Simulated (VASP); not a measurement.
A run of VASP 6.6.1 is set up as follows.

File INCAR:

```
SYSTEM = KBr
ALGO = Normal
EDIFF = 1E-6
ENCUT = 520
GGA = PE
ISIF = 2
ISMEAR = 0
LASPH = .TRUE.
LCHARG = .FALSE.
LREAL = .FALSE.
LWAVE = .FALSE.
NBANDS = 24
NELM = 80
PREC = Accurate
SIGMA = 0.05
```

Contents of KPOINTS:

```
k-points
0
G
  6 6 4
  0 0 0
```

Contents of POSCAR:

```
KBr
1.0
    0.0004140371     -3.3533588647     -3.3551570417
   -0.0000197298      3.3544492593     -3.3562474363
    6.7066073069     -0.0004337669     -0.0003943073
K Br
2 2
Direct
    0.5000428007      0.4998304759      0.4999766225
   -0.0000428007      1.0001695241      0.0000233775
    0.4999388688      0.5002124836      0.0000057476
    0.0000611312     -0.0002124836      0.4999942524
```

Potentials or basis: VASP PAW PBE potentials, release 64 (K_sv, Br).

Run with:

```sh
$ cat potpaw_PBE.64/K_sv/POTCAR potpaw_PBE.64/Br/POTCAR > POTCAR
$ mpirun -np 1 vasp_std > vasp.out
```

Problem. Predict the pressure.

Solution. 0.0 GPa.

Problem. What does it give for the band gap on the k mesh?

Solution. 4.31 eV.

A k mesh can miss the band edges.
